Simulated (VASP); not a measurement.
# Sc (R-3m) in VASP: further runs, part 2 of 2

VASP 6.6.1.

### Step 3. Electric field gradients, PBEsol (equal xy, yz and zx shear strains of +2 %)

The input, INCAR:

```
PREC     = Accurate       # precision mode
ENCUT    = 520            # plane-wave cutoff, eV
EDIFF    = 1E-8           # SCF threshold, eV
ISMEAR   = -1             # smearing method
SIGMA    = 0.03           # smearing width, eV
LREAL    = False          # projectors in reciprocal space
LASPH    = True           # aspherical terms in the spheres
NELM     = 60             # most SCF steps
ALGO     = Normal         # electronic algorithm
ISIF     = 2              # what is computed and relaxed
LWAVE    = False          # write WAVECAR
LCHARG   = False          # write CHGCAR
GGA      = PS             # functional
LEFG     = True         
NBANDS   = 12             # bands
```

The input, KPOINTS:

```
Automatic mesh
0
Gamma
  12 12 12
```

The input, POSCAR:

```
Sc
1.0
    0.0454100000      2.2932050000      2.2932050000
    2.2932050000      0.0454100000      2.2932050000
    2.2932050000      2.2932050000      0.0454100000
Sc
1
Direct
    0.0000000000      0.0000000000      0.0000000000
```

Potentials or basis: VASP PAW PBE potentials, release 64 (Sc_sv).

On the command line:

```
$ cat potpaw_PBE.64/Sc_sv/POTCAR > POTCAR
$ mpirun -np 1 vasp_std > vasp.out
```

OUTCAR:

```text
PREC = Accurate
   ENCUT = 520
   EDIFF = 1E-8
   ISMEAR = -1
   LREAL = False
   LASPH = True
   NELM = 60
   ISIF = 2
   GGA = PS

 ion  position               nearest neighbor table
   1  0.000  0.000  0.000-

  LATTYP: Found a trigonal (rhomboedric) cell.
 ALAT       =     3.2433995147
 COS(alpha) =     0.5197000882

  Lattice vectors:

 A1 = (   0.0454100000,   2.2932050000,   2.2932050000)
 A2 = (   2.2932050000,   0.0454100000,   2.2932050000)
 A3 = (   2.2932050000,   2.2932050000,   0.0454100000)

Analysis of symmetry for initial positions (statically):
=====================================================================
 Subroutine PRICEL returns:
 Original cell was already a primitive cell.

 Routine SETGRP: Setting up the symmetry group for a
 trigonal (rhombohedral) supercell.

 Subroutine GETGRP returns: Found 12 space group operations
 (whereof 12 operations were pure point group operations)
 out of a pool of 12 trial point group operations.

The static configuration has the point symmetry D_3d.

Analysis of symmetry for dynamics (positions and initial velocities):
=====================================================================
 Subroutine PRICEL returns:
 Original cell was already a primitive cell.

 Routine SETGRP: Setting up the symmetry group for a
 trigonal (rhombohedral) supercell.

 Subroutine GETGRP returns: Found 12 space group operations
 (whereof 12 operations were pure point group operations)
 out of a pool of 12 trial point group operations.

[... 161 lines left out ...]
      8       5.6689      0.00000
      9       7.0773      0.00000
     10       7.0773      0.00000
     11      16.7248      0.00000
     12      19.8553      0.00000
[... 331 lines left out ...]
 k-point    24 :      -0.4167    0.1667    0.0000
  band No.  band energies     occupation
      1     -45.0595      2.00000
      2     -24.0570      2.00000
      3     -23.7682      2.00000
      4     -23.7009      2.00000
      5       2.6654      2.00000
      6       3.9365      1.10912
      7       5.0473      0.00000
      8       5.8194      0.00000
      9       7.7968      0.00000
     10       8.9015      0.00000
     11      11.1644      0.00000
     12      15.6752      0.00000

 [... further k-points ...]

------------------------ aborting loop because EDIFF is reached ----------------------------------------

  FORCE on cell =-STRESS in cart. coord.  units (eV):
  Direction    XX          YY          ZZ          XY          YZ          ZX
  --------------------------------------------------------------------------------------
  -------------------------------------------------------------------------------------
  Total        0.0717777      0.0717777      0.0717777     -0.1086537     -0.1086537     -0.1086537
  in kB        4.9140006      4.9140006      4.9140006     -7.4385783     -7.4385783     -7.4385783
  external PRESSURE =       4.9140006 kB  Pullay stress =       0.0000000 kB

 VOLUME and BASIS-vectors are now :
 -----------------------------------------------------------------------------
  energy-cutoff  :      520.00
  volume of cell :       23.40
      direct lattice vectors                 reciprocal lattice vectors
     0.045410000  2.293205000  2.293205000    -0.224621000  0.220259427  0.220259427
     2.293205000  0.045410000  2.293205000     0.220259427 -0.224621000  0.220259427
     2.293205000  2.293205000  0.045410000     0.220259427  0.220259427 -0.224621000

 POSITION                                       TOTAL-FORCE (eV/Angst)
 -----------------------------------------------------------------------------------
      0.00000      0.00000      0.00000         0.000000     -0.000000     -0.000000
 -----------------------------------------------------------------------------------
    total drift:                               -0.000000      0.000000      0.000000

  FREE ENERGIE OF THE ION-ELECTRON SYSTEM (eV)
  ---------------------------------------------------
  free  energy   TOTEN  =        -6.5585739166 eV

  energy  without entropy=       -6.5531963288  energy(sigma->0) =       -6.55588512

 Electric field gradients (V/A^2)
---------------------------------------------------------------------
 ion       V_xx      V_yy      V_zz      V_xy      V_xz      V_yz
---------------------------------------------------------------------
   1      -0.000    -0.000     0.000    -4.547    -4.547    -4.547
---------------------------------------------------------------------

 Electric field gradients after diagonalization (V/A^2)
 (convention: |V_zz| > |V_xx| > |V_yy|)
----------------------------------------------------------------------
 ion       V_xx      V_yy      V_zz     asymmetry (V_yy - V_xx)/ V_zz
----------------------------------------------------------------------
   1       4.547     4.547    -9.093       0.000
----------------------------------------------------------------------

           NMR quadrupolar parameters

 Cq : quadrupolar parameter    Cq=e*Q*V_zz/h
 eta: asymmetry parameters     (V_yy - V_xx)/ V_zz
 Q  : nuclear electric quadrupole moment in mb (millibarn)
----------------------------------------------------------------------
 ion       Cq(MHz)       eta       Q (mb)
----------------------------------------------------------------------
   1      -0.022       0.000       1.000
----------------------------------------------------------------------
```

stdout:

```text
POSCAR found type information on POSCAR Sc
 POSCAR found :  1 types and       1 ions
 scaLAPACK will be used
 -----------------------------------------------------------------------------
|                                                                             |
|                                                                             |
|     You enforced a specific xc type in the INCAR file but a different       |
|     I HOPE YOU KNOW WHAT YOU ARE DOING!                                     |
|                                                                             |
 -----------------------------------------------------------------------------

 LDA part: xc-table for (Slater+PW92), standard interpolation
 POSCAR, INCAR and KPOINTS ok, starting setup
 FFT: planning ... GRIDC
 FFT: planning ... GRID_SOFT
 FFT: planning ... GRID
 WAVECAR not read
 entering main loop
ion   1
```

Wall time 20 s (1 thread of Intel Xeon Platinum 8488C (Sapphire Rapids), shared host); peak memory 0.17 GiB.

Results:

- Free energy: -6.5586 eV
- Pressure: 0.5 GPa

Stress tensor (GPa, compression positive):
```
 0.49 -0.74 -0.74
-0.74  0.49 -0.74
-0.74 -0.74  0.49
```

Levels at points of the mesh, in eV from the Fermi level:
```
           k point  band 1  band 2  band 3  band 4  band 5  band 6  band 7  band 8  band 9  band 10
(0.00, 0.00, 0.00)  -49.09  -27.57  -27.55  -27.55   -5.29    1.47    1.73    1.73    3.13     3.13
(0.50, 0.00, 0.00)  -49.01  -28.05  -27.63  -27.62   -1.82    0.41    1.36    1.65    4.03     4.18
(0.50, 0.50, 0.00)  -48.99  -28.01  -27.74  -27.72   -1.64   -0.71    2.11    4.07    4.35     4.36
(0.50, 0.50, 0.50)  -49.02  -28.02  -27.60  -27.60   -1.90    0.14    1.57    1.57    4.06     4.06
```

Electric field gradients, principal values (V/Å²):
```csv
atom,least,middle,greatest (by size)
1 Sc,4.547,4.547,-9.093
```

Caveat: the cell differs from its parent crystal (equal xy, yz and zx shear strains of +2 %); without QUAD_EFG the Cq values of the log hold for a quadrupole moment of 1 mb, not for the nuclei; the PAW data sets were made with another functional, which shifts forces and pressure a little.
